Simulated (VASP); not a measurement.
# Ba (R-3m) in VASP: further runs, part 2 of 2

VASP 6.6.1. Earlier steps stand in the parts before.

## 3. Single point, PBEsol

This run uses another cell than the first one, of the same volume but with other edges.

INCAR

```
SYSTEM = Ba
PREC = Accurate
ENCUT = 520
EDIFF = 1E-7
ISMEAR = 0
SIGMA = 0.15
LREAL = .False.
LASPH = .True.
NELM = 60
ALGO = Fast
ISIF = 2
LWAVE = .False.
LCHARG = .True.
GGA = PS
LELF = .True.
LVHAR = .True.
NBANDS = 11
```

KPOINTS

```
Automatic mesh
0
Gamma
  14 14 14
  0 0 0
```

POSCAR

```
Ba
1.0
    4.0485292679      0.7659379696      0.7659379696
    0.7659379696      4.0485292679      0.7659379696
    0.7659379696      0.7659379696      4.0485292679
Ba
1
Direct
    0.0000000000      0.0000000000      0.0000000000
```

Potentials or basis: VASP PAW PBE potentials, release 64 (Ba_sv).

Launch:

```sh
$ cat potpaw_PBE.64/Ba_sv/POTCAR > POTCAR
$ mpirun -np 1 vasp_std > vasp.out
```

OUTCAR:

```text
SYSTEM = Ba
   PREC = Accurate
   ENCUT = 520
   EDIFF = 1E-7
   ISMEAR = 0
   LREAL = .False.
   LASPH = .True.
   NELM = 60
   ISIF = 2
   GGA = PS

 ion  position               nearest neighbor table
   1  0.000  0.000  0.000-

  LATTYP: Found a trigonal (rhomboedric) cell.
 ALAT       =     4.1909320180
 COS(alpha) =     0.3865030675

  Lattice vectors:

 A1 = (   4.0485292679,   0.7659379696,   0.7659379696)
 A2 = (   0.7659379696,   4.0485292679,   0.7659379696)
 A3 = (   0.7659379696,   0.7659379696,   4.0485292679)

Analysis of symmetry for initial positions (statically):
=====================================================================
 Subroutine PRICEL returns:
 Original cell was already a primitive cell.

 Routine SETGRP: Setting up the symmetry group for a
 trigonal (rhombohedral) supercell.

 Subroutine GETGRP returns: Found 12 space group operations
 (whereof 12 operations were pure point group operations)
 out of a pool of 12 trial point group operations.

The static configuration has the point symmetry D_3d.

Analysis of symmetry for dynamics (positions and initial velocities):
=====================================================================
 Subroutine PRICEL returns:
 Original cell was already a primitive cell.

 Routine SETGRP: Setting up the symmetry group for a
 trigonal (rhombohedral) supercell.

 Subroutine GETGRP returns: Found 12 space group operations
 (whereof 12 operations were pure point group operations)
 out of a pool of 12 trial point group operations.

The dynamic configuration has the point symmetry D_3d.

 Subroutine INISYM returns: Found 12 space group operations
 (whereof 12 operations are pure point group operations),
 and found     1 'primitive' translations

----------------------------------------------------------------------------------------

                                     Primitive cell

  volume of cell :      60.1311

  direct lattice vectors                    reciprocal lattice vectors
     4.048529268  0.765937970  0.765937970     0.262824403 -0.041812973 -0.041812973
     0.765937970  4.048529268  0.765937970    -0.041812973  0.262824403 -0.041812973
     0.765937970  0.765937970  4.048529268    -0.041812973 -0.041812973  0.262824403

  length of vectors
     4.190932018  4.190932018  4.190932018     0.269394351  0.269394351  0.269394351

  position of ions in fractional coordinates (direct lattice)
     0.000000000  0.000000000  0.000000000

  ion indices of the primitive-cell ions
   primitive index   ion index
                 1           1

----------------------------------------------------------------------------------------

 KPOINTS: Automatic mesh

Automatic generation of k-mesh.
 Grid dimensions read from file:
 generate k-points for:   14   14   14

 Generating k-lattice:

  Cartesian coordinates                     Fractional coordinates (reciprocal lattice)
     0.018773172 -0.002986641 -0.002986641     0.071428571  0.000000000  0.000000000
    -0.002986641  0.018773172 -0.002986641     0.000000000  0.071428571  0.000000000
    -0.002986641 -0.002986641  0.018773172     0.000000000  0.000000000  0.071428571

  Length of vectors
     0.019242454  0.019242454  0.019242454

  Shift w.r.t. Gamma in fractional coordinates (k-lattice)
     0.000000000  0.000000000  0.000000000

 Subroutine IBZKPT returns following result:
 ===========================================

 Found    288 irreducible k-points:

 Following reciprocal coordinates:
            Coordinates               Weight
  0.000000  0.000000  0.000000      1.000000
  0.071429  0.000000  0.000000      6.000000
  0.142857  0.000000  0.000000      6.000000
  0.214286 -0.000000 -0.000000      6.000000
  0.285714 -0.000000  0.000000      6.000000
  0.357143  0.000000  0.000000      6.000000
[... 16 lines left out ...]
  0.214286  0.142857  0.000000     12.000000
  0.285714  0.142857  0.000000     12.000000
 [... further k-points ...]
   k-points           NKPTS =    288   k-points in BZ     NKDIM =    288   number of bands    NBANDS=     11
   number of dos      NEDOS =    301   number of ions     NIONS =      1
   total plane-waves  NPLWV =  32768
   dimension x,y,z NGX =    32 NGY =   32 NGZ =   32
   dimension x,y,z NGXF=    64 NGYF=   64 NGZF=   64
   ions per type =               1
   NGX,Y,Z   is equivalent  to a cutoff of  12.69, 12.69, 12.69 a.u.
   NGXF,Y,Z  is equivalent  to a cutoff of  25.39, 25.39, 25.39 a.u.
 SYSTEM =  Ba
   PREC   = accura    normal or accurate (medium, high low for compatibility)
   ISTART =      0    job   : 0-new  1-cont  2-samecut
   ICHARG =      2    charge: 1-file 2-atom 10-const
   ISPIN  =      1    spin polarized calculation?
   LNONCOLLINEAR =      F non collinear calculations
   LSORBIT =      F    spin-orbit coupling
   LASPH  =      T    aspherical Exc in radial PAW
   ENCUT  =  520.0 eV  38.22 Ry    6.18 a.u.   7.79  7.79  7.79*2*pi/ulx,y,z
   NELM   =     60;   NELMIN=  2; NELMDL= -5     # of ELM steps
   EDIFF  = 0.1E-06   stopping-criterion for ELM
   LREAL  =      F    real-space projection
   EDIFFG = 0.1E-05   stopping-criterion for IOM
   NSW    =      0    number of steps for IOM
   IBRION =     -1    ionic relax: 0-MD 1-quasi-New 2-CG
   NFREE  =      0    steps in history (QN), initial steepest desc. (CG)
   ISIF   =      2    stress and relaxation
   ISYM   =      2    0-nonsym 1-usesym 2-fastsym
   POTIM  = 0.5000    time-step for ionic-motion
   TEBEG  =    0.0;   TEEND  =   0.0 temperature during run
   PSTRESS=    0.0 pullay stress
   NELECT =      10.0000    total number of electrons
   NUPDOWN=      -1.0000    fix difference up-down
   EMIN   =  10.00;   EMAX   =-10.00  energy-range for DOS
   EFERMI =   0.00;   METHOD = LEGACY
   ISMEAR =     0;   SIGMA  =   0.15  broadening in eV -4-tet -1-fermi 0-gaus
   EFERMI_NEDOS =   21; number of points for ismear=-14 and -15
   IALGO  =     68    algorithm
   IMIX   =      4    mixing-type and parameters
     AMIX     =   0.40;   BMIX     =  1.00
     AMIX_MAG =   1.60;   BMIX_MAG =  1.00
  volume/ion in A,a.u.               =      60.13       405.78
  Fermi-wavevector in a.u.,A,eV,Ry     =   0.900275  1.701272 11.027448  0.810495
  Thomas-Fermi vector in A             =   2.023212
   LORBIT       =      0    0 simple, 1 ext, 2 COOP (PROOUT), +10 PAW based schemes
   GGA     = PS    functional components
   LHFCALC =     F    Hartree Fock is set to
   AEXX    =    0.0000 exact exchange contribution
   IVDW    =     0    specifies the selected vdW correction
   LEPSILON=     F    determine dielectric tensor
   LRPA    =     F    only Hartree local field effects (RPA)
 non-spin polarized calculation
 RMM-DIIS sequential band-by-band and
 Gauss-broadening in eV      SIGMA  =   0.15
  energy-cutoff  :      520.00
  volume of cell :       60.13
 maximum number of plane-waves:      1635
   NGX = 15   NGY = 15   NGZ = 15

 number of electron      10.0000000 magnetization

 number of electron       9.9999999 magnetization

 Free energy of the ion-electron system (eV)
  ---------------------------------------------------
  ext. energy  EPLUGINS =         0.00000000
  ---------------------------------------------------
  free energy    TOTEN  =        -2.08422172 eV

  energy without entropy =       -2.06411512  energy(sigma->0) =       -2.07416842

 E-fermi :   1.6920     XC(G=0):  -7.6543

 val. band max:        1.6912323833   @ k =  -0.2143   0.4286   0.1429
 cond. band min:       1.7068397889   @ k =  -0.3571  -0.3571   0.0714
 fundamental gap:      0.0156074056
 Fermi energy:         1.6919655923

 k-point     1 :       0.0000    0.0000    0.0000
  band No.  band energies     occupation
      1     -27.1162      2.00000
      2     -12.0292      2.00000
      3     -12.0292      2.00000
      4     -11.9602      2.00000
      5      -1.0874      2.00000
      6       2.9360      0.00000
      7       2.9360      0.00000
      8       4.5317      0.00000
      9       5.3839      0.00000
     10       5.3839      0.00000
     11       7.8503      0.00000
[... 309 lines left out ...]
 k-point    24 :       0.2857    0.1429    0.0000
  band No.  band energies     occupation
      1     -27.0843      2.00000
      2     -12.3235      2.00000
      3     -12.0843      2.00000
      4     -12.0343      2.00000
      5       0.1003      2.00000
      6       2.4229      0.00000
      7       3.1602      0.00000
      8       4.4377      0.00000
      9       4.6698      0.00000
     10       5.7205      0.00000
     11       8.8739      0.00000

 [... further k-points ...]

------------------------ aborting loop because EDIFF is reached ----------------------------------------

  FORCE on cell =-STRESS in cart. coord.  units (eV):
  Direction    XX          YY          ZZ          XY          YZ          ZX
  --------------------------------------------------------------------------------------
  -------------------------------------------------------------------------------------
  Total       -0.0362739     -0.0362739     -0.0362739      0.3021514      0.3021514      0.3021514
  in kB       -0.9665084     -0.9665084     -0.9665084      8.0507401      8.0507401      8.0507401
  external PRESSURE =      -0.9665084 kB  Pullay stress =       0.0000000 kB

 VOLUME and BASIS-vectors are now :
 -----------------------------------------------------------------------------
  energy-cutoff  :      520.00
  volume of cell :       60.13
      direct lattice vectors                 reciprocal lattice vectors
     4.048529268  0.765937970  0.765937970     0.262824403 -0.041812973 -0.041812973
     0.765937970  4.048529268  0.765937970    -0.041812973  0.262824403 -0.041812973
     0.765937970  0.765937970  4.048529268    -0.041812973 -0.041812973  0.262824403

 POSITION                                       TOTAL-FORCE (eV/Angst)
 -----------------------------------------------------------------------------------
      0.00000      0.00000      0.00000        -0.000000     -0.000000      0.000000
 -----------------------------------------------------------------------------------
    total drift:                               -0.000000     -0.000000      0.000000

  FREE ENERGIE OF THE ION-ELECTRON SYSTEM (eV)
  ---------------------------------------------------
  free  energy   TOTEN  =        -2.0842217191 eV

  energy  without entropy=       -2.0641151209  energy(sigma->0) =       -2.07416842
```

OSZICAR:

```text
N       E                     dE             d eps       ncg     rms          rms(c)
DAV:   1     0.541462100701E+02    0.54146E+02   -0.42558E+03  6336   0.750E+02
DAV:   2     0.528549618156E+00   -0.53618E+02   -0.52162E+02  7623   0.137E+02
DAV:   3    -0.201579236425E+01   -0.25443E+01   -0.25266E+01  8236   0.309E+01
DAV:   4    -0.208570846983E+01   -0.69916E-01   -0.69771E-01  7915   0.474E+00
DAV:   5    -0.208803896369E+01   -0.23305E-02   -0.23303E-02  8535   0.695E-01    0.171E+00
RMM:   6    -0.208557937909E+01    0.24596E-02   -0.30935E-03  6924   0.551E-01    0.102E+00
RMM:   7    -0.208398489837E+01    0.15945E-02   -0.78172E-03  7871   0.859E-01    0.380E-02
RMM:   8    -0.208419456264E+01   -0.20966E-03   -0.14280E-03  9524   0.176E-01    0.220E-02
RMM:   9    -0.208421751438E+01   -0.22952E-04   -0.15125E-04  9787   0.544E-02    0.150E-02
RMM:  10    -0.208422134227E+01   -0.38279E-05   -0.26188E-05  9889   0.285E-02    0.265E-03
RMM:  11    -0.208422166662E+01   -0.32435E-06   -0.54535E-06 10400   0.109E-02    0.288E-03
RMM:  12    -0.208422171910E+01   -0.52481E-07   -0.77578E-07  9035   0.624E-03
   1 F= -.20842217E+01 E0= -.20741684E+01  d E =-.201066E-01
```

stdout:

```text
POSCAR found type information on POSCAR Ba
 POSCAR found :  1 types and       1 ions
 scaLAPACK will be used
 -----------------------------------------------------------------------------
|                                                                             |
|                                                                             |
|     You enforced a specific xc type in the INCAR file but a different       |
|     I HOPE YOU KNOW WHAT YOU ARE DOING!                                     |
|                                                                             |
 -----------------------------------------------------------------------------

 LDA part: xc-table for (Slater+PW92), standard interpolation
 POSCAR, INCAR and KPOINTS ok, starting setup
 FFT: planning ... GRIDC
 FFT: planning ... GRID_SOFT
 FFT: planning ... GRID
 WAVECAR not read
 entering main loop
WARNING in EDDRMM: call to ZHEGV failed, returncode =   8  4      8
WARNING in EDDRMM: call to ZHEGV failed, returncode =   8  4      9
WARNING in EDDRMM: call to ZHEGV failed, returncode =   6  3      8
WARNING in EDDRMM: call to ZHEGV failed, returncode =   8  4      6
WARNING in EDDRMM: call to ZHEGV failed, returncode =   6  3      9
WARNING in EDDRMM: call to ZHEGV failed, returncode =   8  4      5
WARNING in EDDRMM: call to ZHEGV failed, returncode =   6  3      7
WARNING in EDDRMM: call to ZHEGV failed, returncode =   8  4      6
```

It took 74 s on 1 thread of AMD EPYC 9R45 (Zen 5), shared host; peak memory 0.29 GiB.

Results:

| Quantity | Value |
| --- | --- |
| Free energy | -2.0842 eV |
| Pressure | -0.1 GPa |
| Band gap on the k mesh | zero (band 5 reaches 1.89 eV, above the bottom of band 6 at 1.49 eV) |

Levels at points of the mesh, in eV from the Fermi level:
| k point | band 1 | band 2 | band 3 | band 4 | band 5 | band 6 | band 7 | band 8 | band 9 | band 10 |
| --- | --- | --- | --- | --- | --- | --- | --- | --- | --- | --- |
| (0.00, 0.00, 0.00) | -28.81 | -13.72 | -13.72 | -13.65 | -2.78 | 1.24 | 1.24 | 2.84 | 3.69 | 3.69 |
| (0.50, 0.00, 0.00) | -28.76 | -14.26 | -13.74 | -13.72 | -1.00 | 1.04 | 1.13 | 2.62 | 4.11 | 4.55 |
| (0.50, 0.50, 0.00) | -28.73 | -14.27 | -13.98 | -13.79 | -0.84 | -0.20 | 2.34 | 4.46 | 4.75 | 5.25 |
| (0.50, 0.50, 0.50) | -28.72 | -14.36 | -13.87 | -13.87 | -0.84 | 1.28 | 1.28 | 2.03 | 5.20 | 5.20 |

Caveat: the PAW data sets were made with another functional, which shifts forces and pressure a little; spin-orbit coupling is left out, which moves the levels of the heavy elements.
